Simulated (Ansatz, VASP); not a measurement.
**Pt in VASP and in Ansatz**

File INCAR:

```
  ALGO = Fast
  EDIFF = 1E-7
  ENCUT = 520
  GGA = PE
  ISIF = 2
  ISMEAR = 0
  LASPH = True
  LCHARG = True
  LELF = True
  LREAL = False
  LVHAR = True
  LWAVE = False
  NBANDS = 17
  NELM = 100
  PREC = Accurate
  SIGMA = 0.15
```

File KPOINTS:

```
k-points
0
Gamma
  18 18 10
```

The input POSCAR:

```
Pt
1.0
    2.6206126340      0.0000000000      0.0000000000
   -1.3103063170      2.1500688453      0.0000000000
    0.0000000000      0.0000000000      4.7813829983
Pt
2
Direct
    0.6666666667      0.3333333333      0.7500000000
    0.3333333333      0.6666666667      0.2500000000
```

Input for Ansatz:

```yaml
crystal:
  lattice:
    - [2.620612634, 0.0, 0.0]
    - [-1.310306317, 2.1500688453, 0.0]
    - [0.0, 0.0, 4.7813829983]
  atoms:
    - { symbol: Pt, position: [0.6666666667, 0.3333333333, 0.75] }
    - { symbol: Pt, position: [0.3333333333, 0.6666666667, 0.25] }
basis:
  ecutwfc: 420
kpoints:
  mp_grid: { grid: [18, 18, 10] }
hamiltonian:
  xc: pbe
scf:
  occupations: { method: gaussian, width: 0.15 }
output:
  forces: true
  stress: true
  eigenvalues: true
```

Change from the starting cell: normal strain along x -0.0500, normal strain along y -0.1000.

Alike in both runs: task single point; functional PBE; k mesh 18 × 18 × 10; occupations gaussian, width 0.15 eV; no spin polarisation.

|  | VASP | Ansatz |
| --- | --- | --- |
| version | VASP 6.6.1 | Ansatz 0.2.0 |
| potentials or method | VASP PAW PBE potentials, release 64 (Pt), cutoff 520 eV | scalar-relativistic, plane waves, PAW |
| valence electrons in the cell | 20 | 36 |

```csv
,VASP,Ansatz,Ansatz less VASP
gap on the k mesh at the Fermi level (eV),none,none,-
pressure (GPa),65.7,66.3,+0.56
"traceless stress, the component that is largest in VASP (GPa)",-33.56,-33.72,-0.159
rms of the force components (eV/Å),0.016,0.017,+0.0007
```

Atom by atom the forces differ by 0.001 eV/Å (rms over components). A gap of «none» marks a metal or a gap that the smearing closes. Both programs put the cell under a high pressure, so it lies far from rest at this level. With one functional, cell and mesh, what is left measures potentials, basis and numerics. VASP's potentials hold 20 valence electrons a cell and Ansatz's 36, so a difference there can come from the potentials and not from the codes.

Spin-orbit coupling is off throughout. Noted on VASP's run: the cell as given lies far from equilibrium.
